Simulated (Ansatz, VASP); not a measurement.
GdCu3 in VASP and in Ansatz

Contents of INCAR:

```
SYSTEM = GdCu3
PREC = Accurate ; ENCUT = 600
EDIFF = 1E-6 ; ISMEAR = 0
SIGMA = 0.05 ; LREAL = .FALSE.
LASPH = .TRUE. ; NELM = 200
ALGO = Normal ; ISIF = 2
LWAVE = .FALSE. ; LCHARG = .FALSE.
ISPIN = 2 ; MAGMOM = 7.69 0 0 0
LORBIT = 11 ; LMAXMIX = 6
GGA = PS ; NBANDS = 38
GGA_COMPAT = .FALSE.
```

KPOINTS

```
Automatic mesh
0
G
  8 8 8
  0 0 0
```

The input POSCAR:

```
GdCu3
1.0
    4.0306682206      0.0000000000      0.0000000000
    0.0000000000      4.0306682206      0.0000000000
    0.0000000000      0.0000000000      4.0306682206
Gd Cu
1 3
Direct
    0.0000000000      0.0000000000      0.0000000000
    0.0000000000      0.5000000000      0.5000000000
    0.5000000000      0.5000000000      0.0000000000
    0.5000000000      0.0000000000      0.5000000000
```

Input for Ansatz:

```yaml
crystal:
  lattice:
    - [4.0306682206, 0.0, 0.0]
    - [0.0, 4.0306682206, 0.0]
    - [0.0, 0.0, 4.0306682206]
  atoms:
    - { symbol: Gd, position: [0.0, 0.0, 0.0], spin: 7.69 }
    - { symbol: Cu, position: [0.0, 0.5, 0.5] }
    - { symbol: Cu, position: [0.5, 0.5, 0.0] }
    - { symbol: Cu, position: [0.5, 0.0, 0.5] }
basis:
  ecutwfc: 420
  ecutrho_ratio: 4
kpoints:
  mp_grid: { grid: [8, 8, 8] }
hamiltonian:
  xc: pbesol
scf:
  occupations: { method: gaussian, width: 0.05 }
output:
  forces: true
  stress: true
  eigenvalues: true
  populations: true
magnetization:
  spin_polarized: true
```

Alike in both runs: task single point; functional PBEsol; k mesh 8 × 8 × 8; occupations gaussian, width 0.05 eV; collinear spin.

```csv
,VASP,Ansatz
version,VASP 6.6.1,Ansatz 0.2.0
potentials or method,"VASP PAW PBE potentials, release 64 (Gd, Cu), cutoff 600 eV","scalar-relativistic, plane waves, PAW"
valence electrons in the cell,51,75
```

```csv
,VASP,Ansatz,Ansatz less VASP
gap on the k mesh at the Fermi level (eV),none,none,-
pressure (GPa),0.1,0.4,+0.31
net moment per atom (μB),1.86,1.85,-0.003
size of the moment on the site where the two differ most (μB),6.87,6.99,+0.122
```

VASP's potentials were made for PBE, not for PBEsol. Site moments also hang on the region over which each program counts them. A gap of «none» marks a metal or a gap that the smearing closes. With one functional, cell and mesh, what is left measures potentials, basis and numerics. VASP's potentials hold 51 valence electrons a cell and Ansatz's 75, so a difference there can come from the potentials and not from the codes.

Spin-orbit coupling is off throughout.
